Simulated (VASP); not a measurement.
Wanted: the native input for a VASP 6.6.1 run.

* Task: single point
* Functional: PBE
* Potentials or basis: VASP PAW PBE potentials, release 64 (Si, C)
* Cutoff: 520 eV
* k mesh: 10 × 10 × 3
* Occupations: gaussian, width 0.05 eV
* Spin: no spin polarisation
* Dipole correction: no
* Further INCAR settings: ALGO = Normal; EDIFF = 1e-06; NBANDS = 26

The structure of SiC lies in POSCAR:

```
SiC
1.0
   -3.0941201809      0.0000000000      0.0000000000
   -1.5470600905     -2.6795866790      0.0000000000
   -2.3205901357     -1.3397933395     10.1293391998
Si C
4 4
Direct
    0.3696445728      0.3696445728      0.5940441877
    0.2863112395      0.2863112395      0.0940441877
    0.8279502217      0.8279502217      0.3440995566
    0.5779502217      0.5779502217      0.8440995566
    0.4636629437      0.4636629437      0.4060074460
   -0.1196703897     -0.1196703897      0.9060074460
   -0.0783239049     -0.0783239049      0.1566478097
   -0.3283239048     -0.3283239048      0.6566478097
```

One way to write it, as run:

INCAR

```
ALGO = Normal ; EDIFF = 1E-6
ENCUT = 520 ; GGA = PE
ISIF = 2 ; ISMEAR = 0
LASPH = True ; LCHARG = False
LREAL = False ; LWAVE = False
NBANDS = 26 ; NELM = 100
PREC = Accurate ; SIGMA = 0.05
```

KPOINTS

```
k-points
0
Gamma
  10 10 3
```

Potentials or basis: VASP PAW PBE potentials, release 64 (Si, C).

Command:

```bash
$ cat potpaw_PBE.64/Si/POTCAR potpaw_PBE.64/C/POTCAR > POTCAR
$ mpirun -np 1 vasp_std > vasp.out
```

It gave:

- Pressure: -1.6 GPa
- Largest force: 1.104 eV/Å
- Band gap on the k mesh: 0.58 eV, indirect (least direct gap 1.23 eV)

Caveat: forces of over 1 eV/Å act on the atoms, so gaps and moduli don't describe the material at rest.

Run time: 65 s on 1 thread of Intel(R) Xeon(R) 6975P-C (Granite Rapids) (shared host), peak memory 0.27 GiB.
